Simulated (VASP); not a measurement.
# AlN (rocksalt type) in VASP: further runs

The runs below take AlN (rocksalt type) through single point, relaxation of cell and atoms, with PBE.

Everything below comes from runs of VASP 6.6.1. Logs are shortened: lines on timing, memory, paths and dates and some standing lists are left out, and cuts for length are marked.

## Step 1: The cell of the first run

Symmetry: Fm-3m, No. 225, cubic system. Conventional cell: a = 4.071 Å, b = 4.071 Å, c = 4.071 Å, α = 90.00°, β = 90.00°, γ = 90.00°. Within 2.7 Å of Al (site symmetry m-3m) lie 6 N at 2.04 Å. N (site symmetry m-3m) has 6 Al at 2.04 Å within 2.7 Å.

## Step 2: Single point, PBE

INCAR reads:

```
SYSTEM = AlN
PREC = Accurate ; ENCUT = 520
EDIFF = 1E-6 ; ISMEAR = -1
SIGMA = 0.03 ; LREAL = .False.
LASPH = .True. ; NELM = 60
ALGO = Normal ; ISIF = 2
LWAVE = .False. ; LCHARG = .False.
GGA = PE ; NBANDS = 11
```

KPOINTS reads:

```
regular mesh
0
Gamma
  14 14 14
  0 0 0
```

POSCAR reads:

```
AlN
1.0
    0.0000000000      2.0352543366      2.0352543366
    2.0352543366      0.0000000000      2.0352543366
    2.0352543366      2.0352543366      0.0000000000
Al N
1 1
Direct
    0.0000000000      0.0000000000      0.0000000000
    0.5000000000      0.5000000000      0.5000000000
```

Potentials or basis: VASP PAW PBE potentials, release 64 (Al, N).

Launch:

```console
$ cat potpaw_PBE.64/Al/POTCAR potpaw_PBE.64/N/POTCAR > POTCAR
$ mpirun -np 1 vasp_std > vasp.out
```

OUTCAR:

```text
SYSTEM = AlN
   PREC = Accurate
   ENCUT = 520
   EDIFF = 1E-6
   ISMEAR = -1
   LREAL = .False.
   LASPH = .True.
   NELM = 60
   ISIF = 2
   GGA = PE

 ion  position               nearest neighbor table
   1  0.000  0.000  0.000-   2 2.04   2 2.04   2 2.04   2 2.04   2 2.04   2 2.04
   2  0.500  0.500  0.500-   1 2.04   1 2.04   1 2.04   1 2.04   1 2.04   1 2.04

  LATTYP: Found a face centered cubic cell.
 ALAT       =     4.0705086732

  Lattice vectors:

 A1 = (   0.0000000000,   2.0352543366,   2.0352543366)
 A2 = (   2.0352543366,   0.0000000000,   2.0352543366)
 A3 = (   2.0352543366,   2.0352543366,   0.0000000000)

Analysis of symmetry for initial positions (statically):
=====================================================================
 Subroutine PRICEL returns:
 Original cell was already a primitive cell.

 Routine SETGRP: Setting up the symmetry group for a
 face centered cubic supercell.

 Subroutine GETGRP returns: Found 48 space group operations
 (whereof 48 operations were pure point group operations)
 out of a pool of 48 trial point group operations.

The static configuration has the point symmetry O_h .

Analysis of symmetry for dynamics (positions and initial velocities):
=====================================================================
 Subroutine PRICEL returns:
 Original cell was already a primitive cell.

 Routine SETGRP: Setting up the symmetry group for a
 face centered cubic supercell.

 Subroutine GETGRP returns: Found 48 space group operations
 (whereof 48 operations were pure point group operations)
 out of a pool of 48 trial point group operations.

The dynamic configuration has the point symmetry O_h .

 Subroutine INISYM returns: Found 48 space group operations
 (whereof 48 operations are pure point group operations),
 and found     1 'primitive' translations

----------------------------------------------------------------------------------------

                                     Primitive cell

  volume of cell :      16.8611

  direct lattice vectors                    reciprocal lattice vectors
     0.000000000  2.035254337  2.035254337    -0.245669542  0.245669542  0.245669542
     2.035254337  0.000000000  2.035254337     0.245669542 -0.245669542  0.245669542
     2.035254337  2.035254337  0.000000000     0.245669542  0.245669542 -0.245669542

  length of vectors
     2.878284286  2.878284286  2.878284286     0.425512128  0.425512128  0.425512128

  position of ions in fractional coordinates (direct lattice)
     0.000000000  0.000000000  0.000000000
     0.500000000  0.500000000  0.500000000

  ion indices of the primitive-cell ions
   primitive index   ion index
                 1           1
                 2           2

----------------------------------------------------------------------------------------

 KPOINTS: regular mesh

Automatic generation of k-mesh.
 Grid dimensions read from file:
 generate k-points for:   14   14   14

 Generating k-lattice:

  Cartesian coordinates                     Fractional coordinates (reciprocal lattice)
    -0.017547824  0.017547824  0.017547824     0.071428571  0.000000000  0.000000000
     0.017547824 -0.017547824  0.017547824     0.000000000  0.071428571  0.000000000
     0.017547824  0.017547824 -0.017547824     0.000000000  0.000000000  0.071428571

  Length of vectors
     0.030393723  0.030393723  0.030393723

  Shift w.r.t. Gamma in fractional coordinates (k-lattice)
     0.000000000  0.000000000  0.000000000

 Subroutine IBZKPT returns following result:
 ===========================================

 Found    104 irreducible k-points:

 Following reciprocal coordinates:
            Coordinates               Weight
  0.000000  0.000000  0.000000      1.000000
  0.071429  0.000000  0.000000      8.000000
  0.142857  0.000000  0.000000      8.000000
  0.214286  0.000000  0.000000      8.000000
  0.285714  0.000000  0.000000      8.000000
  0.357143  0.000000  0.000000      8.000000
[... 16 lines left out ...]
  0.214286  0.142857  0.000000     24.000000
  0.285714  0.142857  0.000000     24.000000
 [... further k-points ...]
   k-points           NKPTS =    104   k-points in BZ     NKDIM =    104   number of bands    NBANDS=     11
   number of dos      NEDOS =    301   number of ions     NIONS =      2
   total plane-waves  NPLWV =  13824
   dimension x,y,z NGX =    24 NGY =   24 NGZ =   24
   dimension x,y,z NGXF=    48 NGYF=   48 NGZF=   48
   ions per type =               1   1
   NGX,Y,Z   is equivalent  to a cutoff of  13.86, 13.86, 13.86 a.u.
   NGXF,Y,Z  is equivalent  to a cutoff of  27.72, 27.72, 27.72 a.u.
 SYSTEM =  AlN
   PREC   = accura    normal or accurate (medium, high low for compatibility)
   ISTART =      0    job   : 0-new  1-cont  2-samecut
   ICHARG =      2    charge: 1-file 2-atom 10-const
   ISPIN  =      1    spin polarized calculation?
   LNONCOLLINEAR =      F non collinear calculations
   LSORBIT =      F    spin-orbit coupling
   LASPH  =      T    aspherical Exc in radial PAW
   ENCUT  =  520.0 eV  38.22 Ry    6.18 a.u.   5.35  5.35  5.35*2*pi/ulx,y,z
   NELM   =     60;   NELMIN=  2; NELMDL= -5     # of ELM steps
   EDIFF  = 0.1E-05   stopping-criterion for ELM
   LREAL  =      F    real-space projection
   EDIFFG = 0.1E-04   stopping-criterion for IOM
   NSW    =      0    number of steps for IOM
   IBRION =     -1    ionic relax: 0-MD 1-quasi-New 2-CG
   NFREE  =      0    steps in history (QN), initial steepest desc. (CG)
   ISIF   =      2    stress and relaxation
   ISYM   =      2    0-nonsym 1-usesym 2-fastsym
   POTIM  = 0.5000    time-step for ionic-motion
   TEBEG  =    0.0;   TEEND  =   0.0 temperature during run
   PSTRESS=    0.0 pullay stress
   NELECT =       8.0000    total number of electrons
   NUPDOWN=      -1.0000    fix difference up-down
   EMIN   =  10.00;   EMAX   =-10.00  energy-range for DOS
   EFERMI =   0.00;   METHOD = LEGACY
   ISMEAR =    -1;   SIGMA  =   0.03  broadening in eV -4-tet -1-fermi 0-gaus
   EFERMI_NEDOS =   21; number of points for ismear=-14 and -15
   IALGO  =     38    algorithm
   IMIX   =      4    mixing-type and parameters
     AMIX     =   0.40;   BMIX     =  1.00
     AMIX_MAG =   1.60;   BMIX_MAG =  1.00
  volume/ion in A,a.u.               =       8.43        56.89
  Fermi-wavevector in a.u.,A,eV,Ry     =   1.276859  2.412913 22.182502  1.630368
  Thomas-Fermi vector in A             =   2.409491
   LORBIT       =      0    0 simple, 1 ext, 2 COOP (PROOUT), +10 PAW based schemes
   GGA     = PE    functional components
   LHFCALC =     F    Hartree Fock is set to
   AEXX    =    0.0000 exact exchange contribution
   IVDW    =     0    specifies the selected vdW correction
   LEPSILON=     F    determine dielectric tensor
   LRPA    =     F    only Hartree local field effects (RPA)
 non-spin polarized calculation
  energy-cutoff  :      520.00
  volume of cell :       16.86
 maximum number of plane-waves:       467
 NGX is ok and might be reduce to    24
   NGX = 11   NGY = 11   NGZ = 11

 number of electron       8.0000000 magnetization

 Free energy of the ion-electron system (eV)
  ---------------------------------------------------
  ext. energy  EPLUGINS =         0.00000000
  ---------------------------------------------------
  free energy    TOTEN  =       -14.54594693 eV

  energy without entropy =      -14.54594693  energy(sigma->0) =      -14.54594693

 E-fermi :  10.3678     XC(G=0): -12.1914

 val. band max:        9.7039564509   @ k =   0.0000   0.0000   0.0000
 cond. band min:      14.1173343171   @ k =   0.5000   0.5000   0.0000
 fundamental gap:      4.4133778662
 Fermi energy:        10.3677765016

 k-point     1 :       0.0000    0.0000    0.0000
  band No.  band energies     occupation
      1      -7.6669      2.00000
      2       9.7040      2.00000
      3       9.7040      2.00000
      4       9.7040      2.00000
      5      15.0949      0.00000
      6      21.8059      0.00000
      7      21.8059      0.00000
      8      21.8059      0.00000
      9      26.8926      0.00000
     10      27.3455      0.00000
     11      27.3455      0.00000

 k-point     2 :       0.0714    0.0000    0.0000
  band No.  band energies     occupation
      1      -7.5639      2.00000
      2       9.1502      2.00000
      3       9.6422      2.00000
      4       9.6422      2.00000
      5      15.4627      0.00000
      6      21.2503      0.00000
      7      21.9653      0.00000
      8      21.9653      0.00000
      9      26.1922      0.00000
     10      26.1922      0.00000
     11      27.6390      0.00000

 k-point     3 :       0.1429    0.0000    0.0000
  band No.  band energies     occupation
      1      -7.2596      2.00000
      2       7.8422      2.00000
      3       9.4765      2.00000
      4       9.4765      2.00000
      5      16.1339      0.00000
      6      20.4844      0.00000
      7      22.2674      0.00000
      8      22.2674      0.00000
      9      25.2054      0.00000
     10      25.2054      0.00000
     11      27.4500      0.00000

 k-point     4 :       0.2143    0.0000    0.0000
  band No.  band energies     occupation
      1      -6.7693      2.00000
      2       6.2376      2.00000
      3       9.2534      2.00000
      4       9.2534      2.00000
      5      16.4469      0.00000
      6      20.4047      0.00000
      7      22.1443      0.00000
      8      22.1443      0.00000
      9      25.2761      0.00000
     10      25.2761      0.00000
     11      26.8733      0.00000
[... 239 lines left out ...]
 k-point    22 :       0.1429    0.1429    0.0000
  band No.  band energies     occupation
      1      -7.1256      2.00000
      2       8.0089      2.00000
      3       9.0263      2.00000
      4       9.0263      2.00000
      5      16.6628      0.00000
      6      19.3156      0.00000
      7      22.5162      0.00000
      8      22.9109      0.00000
      9      22.9109      0.00000
     10      27.9915      0.00000
     11      29.4359      0.00000

 k-point    23 :       0.2143    0.1429    0.0000
  band No.  band energies     occupation
      1      -6.7665      2.00000
      2       6.9945      2.00000
      3       8.7378      2.00000
      4       8.7841      2.00000
      5      17.1906      0.00000
      6      18.7402      0.00000
      7      21.3705      0.00000
      8      23.2601      0.00000
      9      23.6247      0.00000
     10      27.8051      0.00000
     11      29.5165      0.00000

 k-point    24 :       0.2857    0.1429    0.0000
  band No.  band energies     occupation
      1      -6.2369      2.00000
      2       5.6314      2.00000
      3       8.4601      2.00000
      4       8.4863      2.00000
      5      17.2847      0.00000
      6      19.0263      0.00000
      7      20.4565      0.00000
      8      23.1186      0.00000
      9      24.5587      0.00000
     10      28.1710      0.00000
     11      29.2333      0.00000

 [... further k-points ...]

------------------------ aborting loop because EDIFF is reached ----------------------------------------

  FORCE on cell =-STRESS in cart. coord.  units (eV):
  Direction    XX          YY          ZZ          XY          YZ          ZX
  --------------------------------------------------------------------------------------
  -------------------------------------------------------------------------------------
  Total       -0.0279946     -0.0279946     -0.0279946     -0.0000000      0.0000000     -0.0000000
  in kB       -2.6601018     -2.6601018     -2.6601018     -0.0000000      0.0000000     -0.0000000
  external PRESSURE =      -2.6601018 kB  Pullay stress =       0.0000000 kB

 VOLUME and BASIS-vectors are now :
 -----------------------------------------------------------------------------
  energy-cutoff  :      520.00
  volume of cell :       16.86
      direct lattice vectors                 reciprocal lattice vectors
     0.000000000  2.035254337  2.035254337    -0.245669542  0.245669542  0.245669542
     2.035254337  0.000000000  2.035254337     0.245669542 -0.245669542  0.245669542
     2.035254337  2.035254337  0.000000000     0.245669542  0.245669542 -0.245669542

 POSITION                                       TOTAL-FORCE (eV/Angst)
 -----------------------------------------------------------------------------------
      0.00000      0.00000      0.00000         0.000000      0.000000     -0.000000
      2.03525      2.03525      2.03525        -0.000000     -0.000000      0.000000
 -----------------------------------------------------------------------------------
    total drift:                               -0.000000     -0.000000      0.000000

  FREE ENERGIE OF THE ION-ELECTRON SYSTEM (eV)
  ---------------------------------------------------
  free  energy   TOTEN  =       -14.5459469303 eV

  energy  without entropy=      -14.5459469303  energy(sigma->0) =      -14.54594693
```

Run time: 15 s. Hardware: 1 thread of Intel Xeon Platinum 8259CL at 2.50GHz (Skylake/Cascade Lake), shared host; peak memory 0.14 GiB.

What came out:

```yaml
Free_energy: -14.5459 eV
Pressure: -0.3 GPa
Band_gap_on_the_k_mesh: 4.41 eV, indirect (least direct gap 5.39 eV)
```

Levels at points of the mesh, in eV from the valence-band top:
```tsv
k point	band 1	band 2	band 3	band 4	band 5	band 6	band 7	band 8	band 9
(0.00, 0.00, 0.00)	-17.37	0.00	0.00	0.00	5.39	12.10	12.10	12.10	17.19
(0.50, 0.00, 0.00)	-14.19	-8.18	-1.04	-1.04	6.01	10.84	10.84	13.00	15.88
(0.50, 0.50, 0.00)	-13.24	-7.25	-2.75	-2.75	4.41	5.34	13.80	16.93	16.93
```

A k mesh can miss the band edges. Expect the measured gap to be larger: semilocal functionals such as PBE lack the derivative discontinuity.

## Step 3: Single point, PBE (x and y stretched by -3 %, z held)

INCAR reads:

```
PREC = Accurate
ENCUT = 520
EDIFF = 1E-7
ISMEAR = -1
SIGMA = 0.03
LREAL = False
LASPH = True
NELM = 100
ALGO = Normal
ISIF = 2
LWAVE = False
LCHARG = True
GGA = PE
LELF = True
LVHAR = True
NBANDS = 11
```

KPOINTS reads:

```
Automatic mesh
0
Gamma
  14 14 14
```

POSCAR reads:

```
AlN
1.0
    0.0000000000      1.9741967065      2.0352543366
    1.9741967065      0.0000000000      2.0352543366
    1.9741967065      1.9741967065      0.0000000000
Al N
1 1
Direct
    0.0000000000      0.0000000000      0.0000000000
    0.5000000000      0.5000000000      0.5000000000
```

Potentials or basis: VASP PAW PBE potentials, release 64 (Al, N).

Launch:

```console
$ cat potpaw_PBE.64/Al/POTCAR potpaw_PBE.64/N/POTCAR > POTCAR
$ mpirun -np 1 vasp_std > vasp.out
```

It took 34 s on 1 thread of Intel Xeon Platinum 8259CL at 2.50GHz (Skylake/Cascade Lake), shared host; peak memory 0.16 GiB.

Results (log left out):

```yaml
Free_energy: -14.4849 eV
Pressure: 17.5 GPa
Band_gap_on_the_k_mesh: 4.78 eV, indirect (least direct gap 6.13 eV)
```

Stress tensor (GPa, compression positive):
```
21.07  0.00  0.00
 0.00 21.07  0.00
 0.00  0.00 10.38
```

Levels at points of the mesh, in eV from the valence-band top:
```
           k point  band 1  band 2  band 3  band 4  band 5  band 6  band 7  band 8  band 9
(0.00, 0.00, 0.00)  -18.06   -0.21   -0.21    0.00    6.13   11.90   12.32   12.32   17.43
(0.50, 0.00, 0.00)  -14.64   -8.70   -1.36   -1.23    6.23   10.91   11.57   13.77   16.43
(0.50, 0.50, 0.00)  -13.78   -7.89   -2.88   -2.88    5.10    5.30   14.16   18.00   18.00
(0.50, 0.00, 0.50)  -13.51   -7.74   -3.31   -2.92    4.78    5.01   14.55   17.14   18.19
```

Caveat: the cell differs from its parent crystal (x and y stretched by -3 %, z held). A k mesh can miss the band edges.

## Step 4: Relaxation of cell and atoms, PBE

This run uses another cell than the first one, of 11.12 Å³/atom, 1.319 times its volume.

INCAR reads:

```
SYSTEM = AlN
ALGO = Normal
EDIFF = 1E-6
EDIFFG = -0.005
ENCUT = 600
GGA = PE
IBRION = 2
ISIF = 3
ISMEAR = -1
LASPH = .TRUE.
LCHARG = .FALSE.
LREAL = .FALSE.
LWAVE = .FALSE.
NELM = 60
NSW = 100
PREC = Accurate
SIGMA = 0.03
```

KPOINTS reads:

```
k-points
0
G
  14 14 14
  0 0 0
```

POSCAR reads:

```
AlN
1.0
    0.0000000000      2.2322827293      2.2322827293
    2.2322827293      0.0000000000      2.2322827293
    2.2322827293      2.2322827293      0.0000000000
Al N
1 1
Direct
    0.0000000000      0.0000000000      0.0000000000
    0.5000000000      0.5000000000      0.5000000000
```

Launch:

```console
$ cat potpaw_PBE.64/Al/POTCAR potpaw_PBE.64/N/POTCAR > POTCAR
$ mpirun -np 1 vasp_std > vasp.out
```

Wall time 82 s (1 thread of Intel Xeon Platinum 8259CL at 2.50GHz (Skylake/Cascade Lake), shared host); peak memory 0.17 GiB.

Results (log left out):

| Item | Value |
| --- | --- |
| Free energy | -14.5567 eV |
| Relaxed volume | 8.42 Å³/atom |
| Relaxed cell | a = 2.877 Å, b = 2.877 Å, c = 2.877 Å, α = 60.00°, β = 60.00°, γ = 60.00° |
| Space group after relaxing (to 0.05 Å) | Fm-3m (No. 225) |
| Energy gained by relaxing | 426.5 meV/atom |
| Ionic steps | 6 |
| Pressure after relaxing | 0.0 GPa |
| Band gap on the k mesh | 4.43 eV, indirect (least direct gap 5.42 eV) |

Step by step:
| step | energy change (eV) | largest force (eV/Å) | pressure (GPa) | volume (Å³) |
| --- | --- | --- | --- | --- |
| 1 | 0.0000 | 0.0000 | -39.67 | 22.25 |
| 2 | -0.5265 | 0.0000 | 50.80 | 14.51 |
| 3 | -0.8528 | 0.0000 | -0.82 | 16.89 |
| 4 | -0.8529 | 0.0000 | 0.64 | 16.79 |
| 5 | -0.8529 | 0.0000 | -0.51 | 16.87 |
| 6 | -0.8530 | 0.0000 | 0.00 | 16.84 |

Final structure:
```
CELL_PARAMETERS angstrom
0.00000 2.03422 2.03422
2.03422 0.00000 2.03422
2.03422 2.03422 0.00000
ATOMIC_POSITIONS crystal
Al 0.00000 0.00000 0.00000
N 0.50000 0.50000 0.50000
```

Levels at points of the mesh, in eV from the valence-band top:
```csv
k point,band 1,band 2,band 3,band 4,band 5,band 6,band 7,band 8
"(0.00, 0.00, 0.00)",-17.39,0.00,0.00,0.00,5.42,12.11,12.11,12.11
"(0.50, 0.00, 0.00)",-14.20,-8.19,-1.04,-1.04,6.02,10.85,10.85,13.02
"(0.50, 0.50, 0.00)",-13.24,-7.26,-2.75,-2.75,4.43,5.33,13.83,16.96
```

Caveat: the volume moved by over 15 % at a fixed basis, so the end points are rough.

## Step 5: Summary

| task | cell | cutoff (eV) | gap on the mesh (eV) | pressure (GPa) |
| --- | --- | --- | --- | --- |
| single point | a = 2.878 Å, angles 60.0°, 2 atoms | 520 | 4.41 | -0.3 |
| single point | a = 2.835, b = 2.835, c = 2.792 Å, angles 60.5, 60.5, 59.0°, 2 atoms | 520 | 4.78 | 17.5 |
| relaxation of cell and atoms | relaxed from a = 3.157 Å, angles 60.0°, 2 atoms | 600 | 4.43 | 0.0 |

Alike in all rows: level PBE; potentials or basis VASP PAW PBE potentials, release 64 (Al, N); no spin polarisation; k mesh 14 × 14 × 14; smearing fermi-dirac 0.03 eV.

Caveats: the volume moved by over 15 % at a fixed basis, so the end points are rough (some runs).

Total energies depend on the potentials used, so only differences within one code and one set of settings carry meaning.
